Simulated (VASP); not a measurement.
# MnSe (P4/nmm) in VASP: single point with LDA

Aim: the single point of MnSe with LDA.

Everything below comes from runs of VASP 6.6.1. Logs are shortened: lines on timing, memory, paths and dates and some standing lists are left out, and cuts for length are marked.

## Step 1: The cell of the first run

The structure is tetragonal, space group P4/nmm (No. 129). The conventional cell has a = 3.613 Å, b = 3.613 Å, c = 6.246 Å, α = 90.00°, β = 90.00°, γ = 90.00°. Mn (site symmetry -4m2) has 4 Se at 2.39 Å and 4 Mn at 2.55 Å within 3.2 Å. Se (site symmetry 4mm) has 4 Mn at 2.39 Å within 3.2 Å.

## Step 2: Single point, LDA, collinear spin, antiferromagnetic start

File INCAR:

```
SYSTEM = MnSe
PREC     = Accurate       ! precision mode
ENCUT    = 520            ! plane-wave cutoff, eV
EDIFF    = 1E-6           ! SCF threshold, eV
ISMEAR   = -1             ! smearing method
SIGMA    = 0.05           ! smearing width, eV
LREAL    = .False.        ! projectors in reciprocal space
LASPH    = .True.         ! aspherical terms in the spheres
NELM     = 150            ! most SCF steps
ALGO     = Normal         ! electronic algorithm
ISIF     = 2              ! what is computed and relaxed
LWAVE    = .False.        ! write WAVECAR
LCHARG   = .False.        ! write CHGCAR
ISPIN    = 2              ! spin polarisation
MAGMOM   = 4 -4 0 0       ! initial moments
LORBIT   = 11             ! projections on sites
LMAXMIX  = 4              ! l up to which the mixer works
NBANDS   = 31             ! bands
```

File KPOINTS:

```
Automatic mesh
0
Gamma
  8 8 5
  0 0 0
```

File POSCAR:

```
MnSe
1.0
    3.6132890000      0.0000000000      0.0000000000
    0.0000000000      3.6132890000      0.0000000000
    0.0000000000      0.0000000000      6.2463560000
Mn Se
2 2
Direct
    0.0000000000      0.0000000000      0.0000000000
    0.5000000000      0.5000000000      0.0000000000
    0.5000000000      0.0000000000      0.7503170000
    0.0000000000      0.5000000000      0.2496830000
```

Potentials or basis: VASP PAW LDA potentials, release 64 (Mn_pv, Se).

Run with:

```console
$ cat potpaw_LDA.64/Mn_pv/POTCAR potpaw_LDA.64/Se/POTCAR > POTCAR
$ mpirun -np 1 vasp_std > vasp.out
```

OUTCAR:

```text
SYSTEM = MnSe
   PREC = Accurate
   ENCUT = 520
   EDIFF = 1E-6
   ISMEAR = -1
   LREAL = .False.
   LASPH = .True.
   NELM = 150
   ISIF = 2
   ISPIN = 2
   LORBIT = 11

 ion  position               nearest neighbor table
   1  0.000  0.000  0.000-   3 2.39   4 2.39   4 2.39   3 2.39   2 2.55   2 2.55   2 2.55   2 2.55

   2  0.500  0.500  0.000-   3 2.39   4 2.39   3 2.39   4 2.39   1 2.55   1 2.55   1 2.55   1 2.55

   3  0.500  0.000  0.750-   1 2.39   2 2.39   2 2.39   1 2.39
   4  0.000  0.500  0.250-   1 2.39   2 2.39   1 2.39   2 2.39

  LATTYP: Found a simple tetragonal cell.
 ALAT       =     3.6132890000
 C/A-ratio  =     1.7287175202

  Lattice vectors:

 A1 = (   3.6132890000,   0.0000000000,   0.0000000000)
 A2 = (   0.0000000000,   3.6132890000,   0.0000000000)
 A3 = (   0.0000000000,   0.0000000000,   6.2463560000)

Analysis of symmetry for initial positions (statically):
=====================================================================
 Subroutine PRICEL returns:
 Original cell was already a primitive cell.

 Routine SETGRP: Setting up the symmetry group for a
 simple tetragonal supercell.

 Subroutine GETGRP returns: Found 16 space group operations
 (whereof  8 operations were pure point group operations)
 out of a pool of 16 trial point group operations.

The static configuration has the point symmetry D_2d.
 The point group associated with its full space group is D_4h.

Analysis of symmetry for dynamics (positions and initial velocities):
=====================================================================
 Subroutine PRICEL returns:
 Original cell was already a primitive cell.

 Routine SETGRP: Setting up the symmetry group for a
 simple tetragonal supercell.

 Subroutine GETGRP returns: Found 16 space group operations
 (whereof  8 operations were pure point group operations)
 out of a pool of 16 trial point group operations.

The dynamic configuration has the point symmetry D_2d.
 The point group associated with its full space group is D_4h.

Analysis of structural, dynamic, and magnetic symmetry:
=====================================================================
 Subroutine PRICEL returns:
 Original cell was already a primitive cell.

 Routine SETGRP: Setting up the symmetry group for a
 simple tetragonal supercell.

 Subroutine GETGRP returns: Found 16 space group operations
 (whereof  8 operations were pure point group operations)
 out of a pool of 16 trial point group operations.

The overall configuration has the point symmetry D_2d.
 The point group associated with its full space group is D_4h.

 Subroutine INISYM returns: Found 16 space group operations
[... 132 lines left out ...]
 spin polarized calculation
  energy-cutoff  :      520.00
  volume of cell :       81.55
 maximum number of plane-waves:      2225
 NGX is ok and might be reduce to    28
   NGX = 13   NGY = 13   NGZ = 23

 number of electron      37.9999951 magnetization       0.0000000

 number of electron      37.9999951 magnetization      -0.0000000

 Free energy of the ion-electron system (eV)
  ---------------------------------------------------
  ext. energy  EPLUGINS =         0.00000000
  ---------------------------------------------------
  free energy    TOTEN  =       -29.53438258 eV

  energy without entropy =      -29.49148910  energy(sigma->0) =      -29.51293584

 E-fermi :   4.6648     XC(G=0): -10.2204

 val. band max:        4.6359434062   @ k =   0.2500   0.1250   0.0000
 cond. band min:       4.6651882821   @ k =   0.1250   0.1250   0.4000
 fundamental gap:      0.0292448759
 Fermi energy:         4.6647506327

 spin component 1

 k-point     1 :       0.0000    0.0000    0.0000
  band No.  band energies     occupation
      1     -44.1365      1.00000
      2     -44.1105      1.00000
      3     -44.1105      1.00000
      4     -41.9817      1.00000
      5     -41.9104      1.00000
      6     -41.9104      1.00000
[... 805 lines left out ...]
     30      12.6873      0.00000
     31      14.2274      0.00000

 [... further k-points ...]

 spin component 2

 k-point     1 :       0.0000    0.0000    0.0000
  band No.  band energies     occupation
      1     -44.1365      1.00000
      2     -44.1105      1.00000
      3     -44.1105      1.00000
      4     -41.9817      1.00000
      5     -41.9104      1.00000
      6     -41.9104      1.00000
[... 805 lines left out ...]
     30      12.6873      0.00000
     31      14.2274      0.00000

 [... further k-points ...]

------------------------ aborting loop because EDIFF is reached ----------------------------------------

  FORCE on cell =-STRESS in cart. coord.  units (eV):
  Direction    XX          YY          ZZ          XY          YZ          ZX
  --------------------------------------------------------------------------------------
  -------------------------------------------------------------------------------------
  Total       -1.4477414     -1.4477414     -2.3841699      0.0000000     -0.0000000      0.0000000
  in kB      -28.4426094    -28.4426094    -46.8398669      0.0000000     -0.0000000      0.0000000
  external PRESSURE =     -34.5750286 kB  Pullay stress =       0.0000000 kB

 VOLUME and BASIS-vectors are now :
 -----------------------------------------------------------------------------
  energy-cutoff  :      520.00
  volume of cell :       81.55
      direct lattice vectors                 reciprocal lattice vectors
     3.613289000  0.000000000  0.000000000     0.276756163  0.000000000  0.000000000
     0.000000000  3.613289000  0.000000000     0.000000000  0.276756163  0.000000000
     0.000000000  0.000000000  6.246356000     0.000000000  0.000000000  0.160093341

 POSITION                                       TOTAL-FORCE (eV/Angst)
 -----------------------------------------------------------------------------------
      0.00000      0.00000      0.00000         0.000000     -0.000000     -0.000000
      1.80664      1.80664      0.00000         0.000000      0.000000     -0.000000
      1.80664      0.00000      4.68675         0.000000      0.000000      0.465747
      0.00000      1.80664      1.55961         0.000000     -0.000000     -0.465747
 -----------------------------------------------------------------------------------
    total drift:                                0.000000      0.000000     -0.000000

  FREE ENERGIE OF THE ION-ELECTRON SYSTEM (eV)
  ---------------------------------------------------
  free  energy   TOTEN  =       -29.5343825832 eV

  energy  without entropy=      -29.4914890972  energy(sigma->0) =      -29.51293584

 total charge

# of ion       s       p       d       tot
------------------------------------------
    1        0.324   6.331   5.199  11.854
    2        0.324   6.331   5.199  11.854
    3        1.471   2.344   0.070   3.885
    4        1.471   2.344   0.070   3.885
--------------------------------------------------
tot          3.590  17.350  10.538  31.478

 magnetization (x)

# of ion       s       p       d       tot
------------------------------------------
    1        0.020   0.031   2.191   2.242
    2       -0.020  -0.031  -2.191  -2.242
    3        0.000   0.000   0.000   0.000
    4        0.000   0.000   0.000   0.000
--------------------------------------------------
tot         -0.000   0.000   0.000  -0.000
```

Wall time 88 s (1 thread of Intel Xeon 6975P-C (Granite Rapids), shared host); peak memory 0.28 GiB.

Results:

```yaml
Free_energy: -29.5344 eV
Pressure: -3.5 GPa
Largest_force: 0.466 eV/Å
Band_gap_on_the_k_mesh: zero (filled and empty bands overlap)
Net_moment: 0.00 μB per cell
Site_moments: Mn +2.24, -2.24; Se +0.00 μB
Valence_electrons_inside_the_program's_atomic_spheres: Mn 11.85; Se 3.88
```

Forces in eV/Å, atoms in the order of the input:
```
Mn   0.000  0.000  0.000
Mn   0.000  0.000  0.000
Se   0.000  0.000  0.466
Se   0.000  0.000 -0.466
```

Caveat: the cell stands under tension; the antiferromagnetic order is the one typed at the start, and another may lie lower; semilocal functionals often make such compounds metallic where correlation or magnetic order opens a gap, which also shifts bond lengths. With open d or f shells a metallic result of LDA can be an artefact of self-interaction; +U or a hybrid may open a gap.

The gap in the log of VASP goes by the Fermi energy; the results here count the filled bands.